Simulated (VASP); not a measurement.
# B3AsN2 (P3m1) in VASP: single point with PBE

Aim: the single point of B3AsN2 with PBE.

All numbers are computed with VASP 6.6.1; they aren't measurements. Logs are shortened: lines on timing, memory, paths and dates and some standing lists are left out, and cuts for length are marked.

### 1 The cell of the first run

It takes space group P3m1 (No. 156, trigonal). Conventional cell: a = 2.843 Å, b = 2.843 Å, c = 7.104 Å, α = 90.00°, β = 90.00°, γ = 120.00°. N (site symmetry 3m) has 4 B at 1.55 to 1.72 Å within 2.1 Å. N (site symmetry 3m) has 4 B at 1.55 to 1.71 Å within 2.1 Å. Within 2.5 Å of As (site symmetry 3m) lie 4 B at 1.89 to 2.07 Å. Within 2.1 Å of B (site symmetry 3m) lie 4 N at 1.55 to 1.72 Å. B (site symmetry 3m) has 3 N at 1.71 Å and 1 As at 2.07 Å within 2.3 Å. B (site symmetry 3m) has 1 N at 1.55 Å and 3 As at 1.89 Å within 2.1 Å.

### 2 Single point, PBE, non-collinear spin, zero start, spin-orbit coupling

INCAR

```
PREC = Accurate ; ENCUT = 520
EDIFF = 1E-6 ; ISMEAR = -1
SIGMA = 0.02 ; LREAL = False
LASPH = True ; NELM = 150
ALGO = Normal ; ISIF = 2
LWAVE = False ; LCHARG = False
MAGMOM = 0 0 0 0 0 0 0 0 0 0 0 0 0 0 0 0 0 0 ; LORBIT = 11
LSORBIT = True ; GGA_COMPAT = False
LORBMOM = True ; GGA = PE
NBANDS = 40
```

KPOINTS

```
regular mesh
0
Gamma
  12 12 4
```

POSCAR

```
B3AsN2
1.0
    2.8430030811      0.0000000000      0.0000000000
   -1.4215015406      2.4621128913      0.0000000000
    0.0000000000      0.0000000000      7.1043171405
N As B
2 1 3
Direct
    0.0000000000      0.0000000000      0.0168271067
    0.3333333333      0.6666666667      0.3056058697
    0.6666666667      0.3333333333      0.6659931231
    0.3333333333      0.6666666667      0.0875792938
    0.6666666667      0.3333333333      0.3747492133
    0.0000000000      0.0000000000      0.7992453934
```

Potentials or basis: VASP PAW PBE potentials, release 64 (N, As, B).

On the command line:

```
> cat potpaw_PBE.64/N/POTCAR potpaw_PBE.64/As/POTCAR potpaw_PBE.64/B/POTCAR > POTCAR
> mpirun -np 1 vasp_ncl > vasp.out
```

OUTCAR:

```text
PREC = Accurate
   ENCUT = 520
   EDIFF = 1E-6
   ISMEAR = -1
   LREAL = False
   LASPH = True
   NELM = 150
   ISIF = 2
   LORBIT = 11
   LSORBIT = True
   GGA = PE

 ion  position               nearest neighbor table
   1  0.000  0.000  0.017-   6 1.55   4 1.72   4 1.72   4 1.72
   2  0.333  0.667  0.306-   4 1.55   5 1.71   5 1.71   5 1.71
   3  0.667  0.333  0.666-   6 1.89   6 1.89   6 1.89   5 2.07
   4  0.333  0.667  0.088-   2 1.55   1 1.72   1 1.72   1 1.72
   5  0.667  0.333  0.375-   2 1.71   2 1.71   2 1.71   3 2.07
   6  0.000  0.000  0.799-   1 1.55   3 1.89   3 1.89   3 1.89

  LATTYP: Found a hexagonal cell.
 ALAT       =     2.8430030811
 C/A-ratio  =     2.4988777493

  Lattice vectors:

 A1 = (   2.8430030811,   0.0000000000,   0.0000000000)
 A2 = (  -1.4215015406,   2.4621128913,   0.0000000000)
 A3 = (   0.0000000000,   0.0000000000,   7.1043171405)

Analysis of symmetry for initial positions (statically):
=====================================================================
 Subroutine PRICEL returns:
 Original cell was already a primitive cell.

 Routine SETGRP: Setting up the symmetry group for a
 hexagonal supercell.

 Subroutine GETGRP returns: Found  6 space group operations
 (whereof  6 operations were pure point group operations)
 out of a pool of 24 trial point group operations.

The static configuration has the point symmetry C_3v.

Analysis of symmetry for dynamics (positions and initial velocities):
=====================================================================
 Subroutine PRICEL returns:
 Original cell was already a primitive cell.

 Routine SETGRP: Setting up the symmetry group for a
 hexagonal supercell.

 Subroutine GETGRP returns: Found  6 space group operations
 (whereof  6 operations were pure point group operations)
 out of a pool of 24 trial point group operations.

The dynamic configuration has the point symmetry C_3v.

Analysis of structural, dynamic, and magnetic symmetry:
=====================================================================
 Subroutine PRICEL returns:
 Original cell was already a primitive cell.

 Routine SETGRP: Setting up the symmetry group for a
 hexagonal supercell.

 Subroutine GETGRP returns: Found  6 space group operations
 (whereof  6 operations were pure point group operations)
 out of a pool of 24 trial point group operations.

The overall configuration has the point symmetry C_3v.

 Subroutine INISYM returns: Found  6 space group operations
 (whereof  6 operations are pure point group operations),
 and found     1 'primitive' translations

----------------------------------------------------------------------------------------

                                     Primitive cell

  volume of cell :      49.7288

  direct lattice vectors                    reciprocal lattice vectors
     2.843003081  0.000000000  0.000000000     0.351740737  0.203077609  0.000000000
    -1.421501541  2.462112891  0.000000000     0.000000000  0.406155219  0.000000000
     0.000000000  0.000000000  7.104317141     0.000000000  0.000000000  0.140759482

  length of vectors
     2.843003081  2.843003081  7.104317141     0.406155219  0.406155219  0.140759482

  position of ions in fractional coordinates (direct lattice)
     0.000000000  0.000000000  0.016827107
     0.333333333  0.666666667  0.305605870
     0.666666667  0.333333333  0.665993123
     0.333333333  0.666666667  0.087579294
     0.666666667  0.333333333  0.374749213
     0.000000000  0.000000000  0.799245393

  ion indices of the primitive-cell ions
   primitive index   ion index
                 1           1
                 2           2
                 3           3
                 4           4
                 5           5
                 6           6

----------------------------------------------------------------------------------------

 KPOINTS: regular mesh

Automatic generation of k-mesh.
 Grid dimensions read from file:
 generate k-points for:   12   12    4
[... 128 lines left out ...]
      5      -8.2713      1.00000
      6      -8.2713      1.00000
[... 925 lines left out ...]
     35      15.2070      0.00000
     36      15.2171      0.00000

 [... further k-points ...]

 [bands above 36 left out]

------------------------ aborting loop because EDIFF is reached ----------------------------------------

  FORCE on cell =-STRESS in cart. coord.  units (eV):
  Direction    XX          YY          ZZ          XY          YZ          ZX
  --------------------------------------------------------------------------------------
  -------------------------------------------------------------------------------------
  Total        0.9922980      0.9922980      1.6935969     -0.0000000      0.0000000     -0.0000000
  in kB       31.9701796     31.9701796     54.5648537     -0.0000000      0.0000000     -0.0000000
  external PRESSURE =      39.5017376 kB  Pullay stress =       0.0000000 kB

 VOLUME and BASIS-vectors are now :
 -----------------------------------------------------------------------------
  energy-cutoff  :      520.00
  volume of cell :       49.73
      direct lattice vectors                 reciprocal lattice vectors
     2.843003081  0.000000000  0.000000000     0.351740737  0.203077609  0.000000000
    -1.421501541  2.462112891  0.000000000     0.000000000  0.406155219  0.000000000
     0.000000000  0.000000000  7.104317141     0.000000000  0.000000000  0.140759482

 POSITION                                       TOTAL-FORCE (eV/Angst)
 -----------------------------------------------------------------------------------
      0.00000      0.00000      0.11955         0.000000     -0.000000      0.048749
     -0.00000      1.64141      2.17112        -0.000000      0.000000      0.167947
      1.42150      0.82070      4.73143         0.000000     -0.000000     -0.475212
     -0.00000      1.64141      0.62219         0.000000     -0.000000     -0.114345
      1.42150      0.82070      2.66234        -0.000000     -0.000000     -0.200685
      0.00000      0.00000      5.67809        -0.000000     -0.000000      0.573547
 -----------------------------------------------------------------------------------
    total drift:                                0.000000     -0.000000      0.000354

  FREE ENERGIE OF THE ION-ELECTRON SYSTEM (eV)
  ---------------------------------------------------
  free  energy   TOTEN  =       -42.0865768130 eV

  energy  without entropy=      -42.0862483774  energy(sigma->0) =      -42.08641260

 orbital moment (x)

 # of ion     p       d       tot
 ----------------------------------------
  1        -0.000   0.000  -0.000
  2        -0.000   0.000  -0.000
  3        -0.000   0.000  -0.000
  4         0.000   0.000   0.000
  5         0.000   0.000   0.000
  6         0.000   0.000   0.000
 ----------------------------------------
            0.000   0.000   0.000

 orbital moment (y)

 # of ion     p       d       tot
 ----------------------------------------
  1        -0.000   0.000  -0.000
  2        -0.000   0.000  -0.000
  3        -0.000  -0.000  -0.000
  4         0.000   0.000   0.000
  5        -0.000   0.000  -0.000
  6         0.000   0.000   0.000
 ----------------------------------------
            0.000  -0.000  -0.000

 orbital moment (z)

 # of ion     p       d       tot
 ----------------------------------------
  1         0.000   0.000   0.000
  2        -0.000   0.000  -0.000
  3         0.000   0.000   0.000
  4        -0.000   0.000  -0.000
  5         0.000   0.000   0.000
  6        -0.000   0.000  -0.000
 ----------------------------------------
           -0.000   0.000  -0.000

 Spin-Orbit-Coupling matrix elements

 Ion:    1  E_soc:     -0.0000532
 l=   1
     0.0000000    -0.0000084    -0.0000098
    -0.0000084     0.0000000    -0.0000084
    -0.0000098    -0.0000084     0.0000000
 l=   2
     0.0000000     0.0000000     0.0000000     0.0000000     0.0000000
     0.0000000     0.0000000     0.0000000     0.0000000     0.0000000
     0.0000000     0.0000000     0.0000000     0.0000000     0.0000000
     0.0000000     0.0000000     0.0000000     0.0000000     0.0000000
     0.0000000     0.0000000     0.0000000     0.0000000     0.0000000
 l=   3
     0.0000000     0.0000000     0.0000000     0.0000000     0.0000000     0.0000000     0.0000000
     0.0000000     0.0000000     0.0000000     0.0000000     0.0000000     0.0000000     0.0000000
     0.0000000     0.0000000     0.0000000     0.0000000     0.0000000     0.0000000     0.0000000
     0.0000000     0.0000000     0.0000000     0.0000000     0.0000000     0.0000000     0.0000000
[... 89 lines left out ...]
 l=   2
     0.0000000     0.0000000     0.0000000     0.0000000     0.0000000
     0.0000000     0.0000000     0.0000000     0.0000000     0.0000000
     0.0000000     0.0000000     0.0000000     0.0000000     0.0000000
     0.0000000     0.0000000     0.0000000     0.0000000     0.0000000
     0.0000000     0.0000000     0.0000000     0.0000000     0.0000000
 l=   3
     0.0000000     0.0000000     0.0000000     0.0000000     0.0000000     0.0000000     0.0000000
     0.0000000     0.0000000     0.0000000     0.0000000     0.0000000     0.0000000     0.0000000
     0.0000000     0.0000000     0.0000000     0.0000000     0.0000000     0.0000000     0.0000000
     0.0000000     0.0000000     0.0000000     0.0000000     0.0000000     0.0000000     0.0000000
     0.0000000     0.0000000     0.0000000     0.0000000     0.0000000     0.0000000     0.0000000
     0.0000000     0.0000000     0.0000000     0.0000000     0.0000000     0.0000000     0.0000000
     0.0000000     0.0000000     0.0000000     0.0000000     0.0000000     0.0000000     0.0000000

 total charge

# of ion       s       p       d       tot
------------------------------------------
    1        1.205   2.569   0.000   3.775
    2        1.209   2.567   0.000   3.777
    3        1.189   1.908   0.151   3.248
    4        0.624   1.129   0.000   1.753
    5        0.615   1.072   0.000   1.687
    6        0.702   1.477   0.000   2.179
--------------------------------------------------
tot          5.545  10.723   0.151  16.418

 magnetization (x)

# of ion       s       p       d       tot
------------------------------------------
    1        0.000   0.000   0.000   0.000
    2        0.000   0.000   0.000   0.000
    3        0.000   0.000   0.000   0.000
    4        0.000  -0.000   0.000  -0.000
    5        0.000  -0.000   0.000  -0.000
    6       -0.000   0.000   0.000   0.000
--------------------------------------------------
tot         -0.000   0.000   0.000  -0.000

 magnetization (y)

# of ion       s       p       d       tot
------------------------------------------
    1        0.000   0.000   0.000   0.000
    2       -0.000   0.000   0.000  -0.000
    3        0.000  -0.000   0.000   0.000
    4        0.000   0.000   0.000   0.000
    5        0.000   0.000   0.000   0.000
    6        0.000   0.000   0.000   0.000
--------------------------------------------------
tot          0.000  -0.000   0.000   0.000

 magnetization (z)

# of ion       s       p       d       tot
------------------------------------------
    1       -0.000   0.000   0.000   0.000
    2       -0.000  -0.000   0.000  -0.000
    3        0.000   0.000   0.000   0.000
    4        0.000   0.000   0.000   0.000
    5        0.000  -0.000   0.000  -0.000
    6        0.000  -0.000   0.000  -0.000
--------------------------------------------------
tot          0.000  -0.000   0.000  -0.000
```

Run time: 9.4 min. Hardware: 1 thread of Intel Xeon Platinum 8259CL at 2.50GHz (Skylake/Cascade Lake), shared host; peak memory 0.54 GiB.

What came out:

| Property | Result |
| --- | --- |
| Free energy | -42.0866 eV |
| Pressure | 4.0 GPa |
| Largest force | 0.574 eV/Å |
| Net moment | 0.00 μB per cell |
| Valence electrons inside the program's atomic spheres | N 3.77, 3.78; As 3.25; B 1.75, 1.69, 2.18 |

Forces in eV/Å, atoms in the order of the input:
```
N    0.000  0.000  0.049
N    0.000  0.000  0.168
As   0.000  0.000 -0.475
B    0.000  0.000 -0.114
B    0.000  0.000 -0.201
B    0.000  0.000  0.574
```

Stress tensor (GPa, compression positive):
```
3.20 0.00 0.00
0.00 3.20 0.00
0.00 0.00 5.46
```

Moments on the atoms (μB; x, y, z):
```
N   0.00 0.00 0.00
N   0.00 0.00 0.00
As  0.00 0.00 0.00
B   0.00 0.00 0.00
B   0.00 0.00 0.00
B   0.00 0.00 0.00
```
